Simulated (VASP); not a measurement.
Set up this calculation in VASP 6.6.1, as the native input.

* Task: relaxation of cell and atoms
* Functional: LDA
* Potentials or basis: VASP PAW LDA potentials, release 64 (Os, Al)
* Cutoff: 600 eV
* k mesh: 4 × 4 × 4
* Occupations: methfessel-paxton, width 0.05 eV
* Spin: no spin polarisation
* Dipole correction: no
* Further INCAR settings: ALGO = Normal; EDIFF = 1e-06; IBRION = 2; EDIFFG = -0.01; NSW = 60; ISIF = 3

The structure of Al5Os3 lies in POSCAR:

```
Al5Os3
1.0
    0.0000000000      3.9314826557      3.9314826557
    3.9314826557      0.0000000000      3.9314826557
    3.7078113240      3.7078113240      0.2236713317
Os Al
3 5
Direct
    0.0000000000      0.0000000000      0.0000000000
    0.0000000000      0.5000000000      0.0000000000
    0.5000000000      0.0000000000      0.0000000000
    0.0000000000      0.0000000000      0.5000000000
    0.0000000000      0.5000000000      0.5000000000
    0.5000000000      0.0000000000      0.5000000000
    0.5000000000      0.5000000000      0.0000000000
    0.5000000000      0.5000000000      0.5000000000
```

The input as run:

INCAR

```
SYSTEM = Al5Os3
PREC = Accurate ; ENCUT = 600
EDIFF = 1E-6 ; ISMEAR = 1
SIGMA = 0.05 ; LREAL = .False.
LASPH = .True. ; NELM = 60
ALGO = Normal ; ISIF = 3
LWAVE = .False. ; LCHARG = .False.
IBRION = 2 ; NSW = 60
EDIFFG = -0.01
```

KPOINTS

```
Automatic mesh
0
Gamma
  4 4 4
  0 0 0
```

Potentials or basis: VASP PAW LDA potentials, release 64 (Os, Al).

Command:

```bash
$ cat potpaw_LDA.64/Os/POTCAR potpaw_LDA.64/Al/POTCAR > POTCAR
$ mpirun -np 1 vasp_std > vasp.out
```

It gave:

```
Relaxed volume                         : 13.94 Å³/atom
Relaxed cell                           : a = 5.571 Å, b = 5.571 Å, c = 5.250 Å, α = 57.96°, β = 57.96°, γ = 60.00°
Space group after relaxing (to 0.05 Å) : R-3m (No. 166)
Energy gained by relaxing              : 0.1 meV/atom
Ionic steps                            : 4
Pressure after relaxing                : 0.0 GPa
```

Caveat: the k points lie up to 0.38 Å⁻¹ apart in the final cell.

Wall time 59 s on 1 thread of Intel(R) Xeon(R) 6975P-C (Granite Rapids), with other jobs on the host, peak memory 0.25 GiB.
